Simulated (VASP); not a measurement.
# V (Im-3m) in VASP: further runs

The runs below take V through single point, with PBE.

Everything below comes from runs of VASP 6.6.1. Logs are shortened: lines on timing, memory, paths and dates and some standing lists are left out, and cuts for length are marked.

## Step 1: The cell of the first run

It takes space group Im-3m (No. 229, cubic). The conventional cell has a = 2.998 Å, b = 2.998 Å, c = 2.998 Å, α = 90.00°, β = 90.00°, γ = 90.00°. Within 3.4 Å of V (site symmetry m-3m) lie 14 V at 2.60 to 3.00 Å.

## Step 2: Single point, PBE

File INCAR:

```
PREC = Accurate ; ENCUT = 520
EDIFF = 1E-7 ; ISMEAR = 1
SIGMA = 0.1 ; LREAL = False
LASPH = True ; NELM = 60
ALGO = Normal ; ISIF = 2
LWAVE = False ; LCHARG = True
GGA = PE ; LELF = True
LVHAR = True ; NBANDS = 12
```

File KPOINTS:

```
regular mesh
0
Gamma
  15 15 15
```

File POSCAR:

```
V
1.0
   -1.4991761207      1.4991761207      1.4991761207
    1.4991761207     -1.4991761207      1.4991761207
    1.4991761207      1.4991761207     -1.4991761207
V
1
Direct
    0.0000000000      0.0000000000      0.0000000000
```

Potentials or basis: VASP PAW PBE potentials, release 64 (V_sv).

Run with:

```console
cat potpaw_PBE.64/V_sv/POTCAR > POTCAR
mpirun -np 1 vasp_std > vasp.out
```

OUTCAR:

```text
PREC = Accurate
   ENCUT = 520
   EDIFF = 1E-7
   ISMEAR = 1
   LREAL = False
   LASPH = True
   NELM = 60
   ISIF = 2
   GGA = PE

 ion  position               nearest neighbor table
   1  0.000  0.000  0.000-

  LATTYP: Found a body centered cubic cell.
 ALAT       =     2.9983522414

  Lattice vectors:

 A1 = (  -1.4991761207,   1.4991761207,   1.4991761207)
 A2 = (   1.4991761207,  -1.4991761207,   1.4991761207)
 A3 = (   1.4991761207,   1.4991761207,  -1.4991761207)

Analysis of symmetry for initial positions (statically):
=====================================================================
 Subroutine PRICEL returns:
 Original cell was already a primitive cell.

 Routine SETGRP: Setting up the symmetry group for a
 body centered cubic supercell.

 Subroutine GETGRP returns: Found 48 space group operations
 (whereof 48 operations were pure point group operations)
 out of a pool of 48 trial point group operations.

The static configuration has the point symmetry O_h .

Analysis of symmetry for dynamics (positions and initial velocities):
=====================================================================
 Subroutine PRICEL returns:
 Original cell was already a primitive cell.

 Routine SETGRP: Setting up the symmetry group for a
 body centered cubic supercell.

 Subroutine GETGRP returns: Found 48 space group operations
 (whereof 48 operations were pure point group operations)
 out of a pool of 48 trial point group operations.

The dynamic configuration has the point symmetry O_h .

 Subroutine INISYM returns: Found 48 space group operations
 (whereof 48 operations are pure point group operations),
 and found     1 'primitive' translations

----------------------------------------------------------------------------------------

                                     Primitive cell

  volume of cell :      13.4778

  direct lattice vectors                    reciprocal lattice vectors
    -1.499176121  1.499176121  1.499176121     0.000000000  0.333516518  0.333516518
     1.499176121 -1.499176121  1.499176121     0.333516518  0.000000000  0.333516518
     1.499176121  1.499176121 -1.499176121     0.333516518  0.333516518  0.000000000

  length of vectors
     2.596649211  2.596649211  2.596649211     0.471663583  0.471663583  0.471663583

  position of ions in fractional coordinates (direct lattice)
     0.000000000  0.000000000  0.000000000

  ion indices of the primitive-cell ions
   primitive index   ion index
                 1           1

----------------------------------------------------------------------------------------

 KPOINTS: regular mesh

Automatic generation of k-mesh.
 Grid dimensions read from file:
 generate k-points for:   15   15   15

 Generating k-lattice:

  Cartesian coordinates                     Fractional coordinates (reciprocal lattice)
     0.000000000  0.022234435  0.022234435     0.066666667  0.000000000  0.000000000
     0.022234435  0.000000000  0.022234435     0.000000000  0.066666667  0.000000000
     0.022234435  0.022234435  0.000000000     0.000000000  0.000000000  0.066666667

  Length of vectors
     0.031444239  0.031444239  0.031444239

  Shift w.r.t. Gamma in fractional coordinates (k-lattice)
     0.000000000  0.000000000  0.000000000

 Subroutine IBZKPT returns following result:
 ===========================================

 Found    120 irreducible k-points:

 Following reciprocal coordinates:
            Coordinates               Weight
  0.000000  0.000000  0.000000      1.000000
  0.066667  0.000000  0.000000     12.000000
  0.133333  0.000000  0.000000     12.000000
  0.200000  0.000000  0.000000     12.000000
  0.266667  0.000000  0.000000     12.000000
  0.333333  0.000000  0.000000     12.000000
[... 16 lines left out ...]
  0.333333  0.200000  0.000000     48.000000
  0.400000  0.200000  0.000000     24.000000
 [... further k-points ...]
   k-points           NKPTS =    120   k-points in BZ     NKDIM =    120   number of bands    NBANDS=     12
   number of dos      NEDOS =    301   number of ions     NIONS =      1
   total plane-waves  NPLWV =   8000
   dimension x,y,z NGX =    20 NGY =   20 NGZ =   20
   dimension x,y,z NGXF=    40 NGYF=   40 NGZF=   40
   ions per type =               1
   NGX,Y,Z   is equivalent  to a cutoff of  12.80, 12.80, 12.80 a.u.
   NGXF,Y,Z  is equivalent  to a cutoff of  25.61, 25.61, 25.61 a.u.
 SYSTEM =  unknown system
   PREC   = accura    normal or accurate (medium, high low for compatibility)
   ISTART =      0    job   : 0-new  1-cont  2-samecut
   ICHARG =      2    charge: 1-file 2-atom 10-const
   ISPIN  =      1    spin polarized calculation?
   LNONCOLLINEAR =      F non collinear calculations
   LSORBIT =      F    spin-orbit coupling
   LASPH  =      T    aspherical Exc in radial PAW
   ENCUT  =  520.0 eV  38.22 Ry    6.18 a.u.   4.83  4.83  4.83*2*pi/ulx,y,z
   NELM   =     60;   NELMIN=  2; NELMDL= -5     # of ELM steps
   EDIFF  = 0.1E-06   stopping-criterion for ELM
   LREAL  =      F    real-space projection
   EDIFFG = 0.1E-05   stopping-criterion for IOM
   NSW    =      0    number of steps for IOM
   IBRION =     -1    ionic relax: 0-MD 1-quasi-New 2-CG
   NFREE  =      0    steps in history (QN), initial steepest desc. (CG)
   ISIF   =      2    stress and relaxation
   ISYM   =      2    0-nonsym 1-usesym 2-fastsym
   POTIM  = 0.5000    time-step for ionic-motion
   TEBEG  =    0.0;   TEEND  =   0.0 temperature during run
   PSTRESS=    0.0 pullay stress
   NELECT =      13.0000    total number of electrons
   NUPDOWN=      -1.0000    fix difference up-down
   EMIN   =  10.00;   EMAX   =-10.00  energy-range for DOS
   EFERMI =   0.00;   METHOD = LEGACY
   ISMEAR =     1;   SIGMA  =   0.10  broadening in eV -4-tet -1-fermi 0-gaus
   EFERMI_NEDOS =   21; number of points for ismear=-14 and -15
   IALGO  =     38    algorithm
   IMIX   =      4    mixing-type and parameters
     AMIX     =   0.40;   BMIX     =  1.00
     AMIX_MAG =   1.60;   BMIX_MAG =  1.00
  volume/ion in A,a.u.               =      13.48        90.95
  Fermi-wavevector in a.u.,A,eV,Ry     =   1.617521  3.056672 35.597938  2.616375
  Thomas-Fermi vector in A             =   2.711933
   LORBIT       =      0    0 simple, 1 ext, 2 COOP (PROOUT), +10 PAW based schemes
   GGA     = PE    functional components
   LHFCALC =     F    Hartree Fock is set to
   AEXX    =    0.0000 exact exchange contribution
   IVDW    =     0    specifies the selected vdW correction
   LEPSILON=     F    determine dielectric tensor
   LRPA    =     F    only Hartree local field effects (RPA)
 non-spin polarized calculation
 Methfessel and Paxton  Order N= 1 SIGMA  =   0.10
  energy-cutoff  :      520.00
  volume of cell :       13.48
 maximum number of plane-waves:       374
   NGX =  9   NGY =  9   NGZ =  9

 number of electron      12.9999990 magnetization

 Free energy of the ion-electron system (eV)
  ---------------------------------------------------
  ext. energy  EPLUGINS =         0.00000000
  ---------------------------------------------------
  free energy    TOTEN  =        -8.99471900 eV

  energy without entropy =       -8.99593773  energy(sigma->0) =       -8.99512525

 E-fermi :   9.6981     XC(G=0): -12.9006

 val. band max:        9.6850758456   @ k =   0.1333   0.0667   0.0000
 cond. band min:       9.7015204745   @ k =  -0.2667   0.2667   0.1333
 fundamental gap:      0.0164446289
 Fermi energy:         9.6980750271

 k-point     1 :       0.0000    0.0000    0.0000
  band No.  band energies     occupation
      1     -54.0158      2.00000
      2     -27.3178      2.00000
      3     -27.3178      2.00000
      4     -27.3178      2.00000
      5       3.1145      2.00000
      6      10.1149     -0.00000
      7      10.1149     -0.00000
      8      10.1149     -0.00000
      9      12.1229      0.00000
     10      12.1229      0.00000
     11      30.1815      0.00000
     12      30.1815      0.00000

 k-point     2 :       0.0667    0.0000    0.0000
  band No.  band energies     occupation
      1     -54.0074      2.00000
      2     -27.3583      2.00000
      3     -27.3302      2.00000
      4     -27.3181      2.00000
      5       3.2939      2.00000
      6      10.0385     -0.00002
      7      10.0981     -0.00000
      8      10.2426     -0.00000
      9      12.0356      0.00000
     10      12.1279      0.00000
     11      29.8612      0.00000
     12      30.1518      0.00000

 k-point     3 :       0.1333    0.0000    0.0000
  band No.  band energies     occupation
      1     -53.9836      2.00000
      2     -27.4720      2.00000
      3     -27.3650      2.00000
      4     -27.3189      2.00000
      5       3.8106      2.00000
      6       9.8285     -0.06917
      7      10.0149     -0.00007
      8      10.6143     -0.00000
      9      11.8584      0.00000
     10      12.1467      0.00000
     11      28.8929      0.00000
     12      29.8770      0.00000

 k-point     4 :       0.2000    0.0000    0.0000
  band No.  band energies     occupation
      1     -53.9484      2.00000
      2     -27.6370      2.00000
      3     -27.4160      2.00000
      4     -27.3201      2.00000
      5       4.5915      2.00000
      6       9.5334      2.04181
      7       9.8260     -0.07007
      8      11.1945     -0.00000
      9      11.7649      0.00000
     10      12.1874      0.00000
     11      27.3023      0.00000
     12      29.0927      0.00000

 k-point     5 :       0.2667    0.0000    0.0000
  band No.  band energies     occupation
      1     -53.9076      2.00000
      2     -27.8232      2.00000
      3     -27.4741      2.00000
      4     -27.3215      2.00000
      5       5.4778      2.00000
      6       9.2130      2.00000
      7       9.6583      1.61772
      8      11.8234      0.00000
      9      11.9193      0.00000
     10      12.2542      0.00000
     11      25.2834      0.00000
     12      27.9822      0.00000

 k-point     6 :       0.3333    0.0000    0.0000
  band No.  band energies     occupation
      1     -53.8684      2.00000
      2     -27.9982      2.00000
      3     -27.5292      2.00000
      4     -27.3229      2.00000
      5       6.1803      2.00000
      6       8.9229      2.00000
      7       9.8334     -0.06668
      8      11.9641      0.00000
      9      12.3399      0.00000
     10      12.6884      0.00000
     11      23.1512      0.00000
     12      26.9028      0.00000

 k-point     7 :       0.4000    0.0000    0.0000
  band No.  band energies     occupation
      1     -53.8376      2.00000
      2     -28.1328      2.00000
      3     -27.5719      2.00000
      4     -27.3240      2.00000
      5       6.4789      2.00000
      6       8.7061      2.00000
      7      10.5034     -0.00000
      8      12.0914      0.00000
      9      12.4233      0.00000
     10      13.3589      0.00000
     11      21.2505      0.00000
     12      26.0808      0.00000

 k-point     8 :       0.4667    0.0000    0.0000
  band No.  band energies     occupation
      1     -53.8207      2.00000
      2     -28.2058      2.00000
      3     -27.5952      2.00000
      4     -27.3246      2.00000
      5       6.5298      2.00000
      6       8.5908      2.00000
      7      11.2140     -0.00000
      8      12.1285      0.00000
      9      12.4756      0.00000
     10      13.7596      0.00000
     11      20.0365      0.00000
     12      25.6401      0.00000
[... 166 lines left out ...]
 k-point    20 :       0.4000    0.1333    0.0000
  band No.  band energies     occupation
      1     -53.8128      2.00000
      2     -28.1568      2.00000
      3     -27.6457      2.00000
      4     -27.3750      2.00000
      5       6.9474      2.00000
      6       8.6379      2.00000
      7      10.1850     -0.00000
      8      12.0452      0.00000
      9      12.7388      0.00000
     10      14.8555      0.00000
     11      19.9966      0.00000
     12      24.6891      0.00000

 k-point    21 :       0.2000    0.2000    0.0000
  band No.  band energies     occupation
      1     -53.8590      2.00000
      2     -27.9653      2.00000
      3     -27.5570      2.00000
      4     -27.3877      2.00000
      5       6.6942      2.00000
      6       8.8564      2.00000
      7       9.2149      2.00000
      8      11.6874     -0.00000
      9      12.5129      0.00000
     10      13.3986      0.00000
     11      24.3489      0.00000
     12      24.8327      0.00000

 k-point    22 :       0.2667    0.2000    0.0000
  band No.  band energies     occupation
      1     -53.8301      2.00000
      2     -28.0432      2.00000
      3     -27.6379      2.00000
      4     -27.3996      2.00000
      5       7.2461      2.00000
      6       8.6646      2.00000
      7       9.2687      2.00000
      8      11.8446      0.00000
      9      12.5830      0.00000
     10      14.4504      0.00000
     11      22.4370      0.00000
     12      23.8433      0.00000

 k-point    23 :       0.3333    0.2000    0.0000
  band No.  band energies     occupation
      1     -53.8103      2.00000
      2     -28.0889      2.00000
      3     -27.7019      2.00000
      4     -27.4054      2.00000
      5       7.3950      2.00000
      6       8.6343      2.00000
      7       9.4899      2.01215
      8      12.0092      0.00000
      9      12.6510      0.00000
     10      15.5050      0.00000
     11      20.6047      0.00000
     12      23.2836      0.00000

 k-point    24 :       0.4000    0.2000    0.0000
  band No.  band energies     occupation
      1     -53.8033      2.00000
      2     -28.1035      2.00000
      3     -27.7263      2.00000
      4     -27.4072      2.00000
      5       7.3953      2.00000
      6       8.6340      2.00000
      7       9.6201      1.96911
      8      12.0693      0.00000
      9      12.6987      0.00000
     10      16.0852      0.00000
     11      19.7309      0.00000
     12      23.0801      0.00000

 [... further k-points ...]
[... 5 lines left out ...]
  --------------------------------------------------------------------------------------
  -------------------------------------------------------------------------------------
  Total       -0.0343178     -0.0343178     -0.0343178     -0.0000000      0.0000000     -0.0000000
  in kB       -4.0795517     -4.0795517     -4.0795517     -0.0000000      0.0000000     -0.0000000
  external PRESSURE =      -4.0795517 kB  Pullay stress =       0.0000000 kB

 VOLUME and BASIS-vectors are now :
 -----------------------------------------------------------------------------
  energy-cutoff  :      520.00
  volume of cell :       13.48
      direct lattice vectors                 reciprocal lattice vectors
    -1.499176121  1.499176121  1.499176121     0.000000000  0.333516518  0.333516518
     1.499176121 -1.499176121  1.499176121     0.333516518  0.000000000  0.333516518
     1.499176121  1.499176121 -1.499176121     0.333516518  0.333516518  0.000000000

 POSITION                                       TOTAL-FORCE (eV/Angst)
 -----------------------------------------------------------------------------------
      0.00000      0.00000      0.00000         0.000000      0.000000      0.000000
 -----------------------------------------------------------------------------------
    total drift:                                0.000000     -0.000000      0.000000

  FREE ENERGIE OF THE ION-ELECTRON SYSTEM (eV)
  ---------------------------------------------------
  free  energy   TOTEN  =        -8.9947190044 eV

  energy  without entropy=       -8.9959377294  energy(sigma->0) =       -8.99512525
```

It took 30 s on 1 thread of Intel Xeon 8259CL, shared host; peak memory 0.13 GiB.

Results:

| Quantity | Value |
| --- | --- |
| Free energy | -8.9947 eV |
| Pressure | -0.4 GPa |

(Continued in part 2 of 2.)
